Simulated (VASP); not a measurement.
CdTe, 4 atoms in the cell. It takes space group P6_3/mmc (No. 194, hexagonal). Conventional cell: a = 4.180 Å, b = 4.180 Å, c = 7.320 Å, α = 90.00°, β = 90.00°, γ = 120.00°. Within 4.0 Å of Cd (site symmetry -6m2) lie 6 Te at 3.03 Å. Te (site symmetry -3m) has 6 Cd at 3.03 Å and 2 Te at 3.66 Å within 4.0 Å. 

| Property | Result |
| --- | --- |
| Program | VASP 6.6.1 |
| Task | single point |
| Functional | PBEsol |
| Potentials or basis | VASP PAW PBE potentials, release 64 (Cd, Te) |
| Cutoff | 520 eV |
| k mesh | 12 × 12 × 6 |
| Occupations | gaussian, width 0.1 eV |
| Spin | no spin polarisation |
| Dipole correction | no |
| Further INCAR settings | ALGO = Normal; EDIFF = 1e-06; NBANDS = 26 |

Potentials or basis: VASP PAW PBE potentials, release 64 (Cd, Te).

The run is started by

```sh
$ cat potpaw_PBE.64/Cd/POTCAR potpaw_PBE.64/Te/POTCAR > POTCAR
$ mpirun -np 1 vasp_std > vasp.out
```

Hardware: 1 thread of Intel(R) Xeon(R) 6975P-C (Granite Rapids) (shared host).

**Question.** How long does it take, and how much memory?

**Answer.** It took 82 s on 1 thread of Intel(R) Xeon(R) 6975P-C (Granite Rapids) (shared host), peak memory 0.35 GiB. Counts: scf iterations 14, k points 76.
